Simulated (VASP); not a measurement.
The system is MgSiSe3.

```
CELL_PARAMETERS angstrom
3.16358 1.82650 5.15460
-3.16358 1.82650 5.15460
0.00000 -3.65299 5.15460
ATOMIC_POSITIONS crystal
Mg 0.75000 0.75000 0.75000
Mg 0.25000 0.25000 0.25000
Si 0.50000 0.50000 0.50000
Si 0.00000 0.00000 0.00000
Se 0.22500 0.27500 0.75000
Se 0.27500 0.75000 0.22500
Se 0.77500 0.72500 0.25000
Se 0.25000 0.77500 0.72500
Se 0.72500 0.25000 0.77500
Se 0.75000 0.22500 0.27500
```

| Item | Value |
| --- | --- |
| Program | VASP 6.6.1 |
| Task | relaxation of cell and atoms |
| Functional | PBE |
| Potentials or basis | VASP PAW PBE potentials, release 64 (Mg, Si, Se) |
| Cutoff | 600 eV |
| k mesh | 3 × 3 × 3 |
| Occupations | gaussian, width 0.1 eV |
| Spin | no spin polarisation |

At the start: pressure 24.4 GPa; volume 17.87 Å³/atom.

**Question.** Where does the relaxation end?

**Answer.** Over 16 steps the energy falls by 687.3 meV/atom and the volume is 21.44 Å³/atom (+20.0 %); space group R-3c (No. 167, to 0.1 Å) before and after.

Step by step:
| step | energy change (eV) | largest force (eV/Å) | pressure (GPa) | volume (Å³) |
| --- | --- | --- | --- | --- |
| 1 | 0.0000 | 1.2157 | 24.41 | 178.71 |
| 2 | -2.8226 | 0.8511 | -5.52 | 258.77 |
| 3 | -3.3021 | 0.9763 | -0.44 | 230.19 |
| 4 | -3.3027 | 0.9713 | -0.71 | 231.31 |
| 5 | -3.5925 | 1.1185 | -0.86 | 230.78 |
| 6 | -4.6120 | 1.2846 | -1.63 | 229.19 |
| 7 | -6.4509 | 0.7243 | -2.78 | 226.02 |
| 8 | -1.8226 | 4.7666 | 8.34 | 219.78 |
| 9 | -6.7013 | 0.3944 | -2.71 | 225.17 |
| 10 | -6.7843 | 0.1623 | -2.29 | 224.17 |
| 11 | -6.7918 | 0.0144 | -2.44 | 224.41 |
| 12 | -5.9752 | 0.8155 | 10.89 | 190.12 |
| 13 | -6.8584 | 0.1272 | -0.32 | 216.51 |
| 14 | -6.8586 | 0.1329 | -0.24 | 216.18 |
| 15 | -6.8586 | 0.1364 | -0.18 | 216.00 |
| 16 | -6.8728 | 0.0281 | 0.05 | 214.40 |

Final structure:
```
Mg Si Se
1.0
     3.38509    1.95438    5.40117
    -3.38509    1.95438    5.40117
     0.00000   -3.90876    5.40117
Mg Si Se
2 2 6
Direct
  0.75000 0.75000 0.75000
  0.25000 0.25000 0.25000
  0.50000 0.50000 0.50000
  0.00000 0.00000 0.00000
  0.13319 0.36681 0.75000
  0.36681 0.75000 0.13319
  0.86681 0.63319 0.25000
  0.25000 0.86681 0.63319
  0.63319 0.25000 0.86681
  0.75000 0.13319 0.36681
```

Caveat: the volume moved by over 15 % at a fixed basis, so the end points are rough.
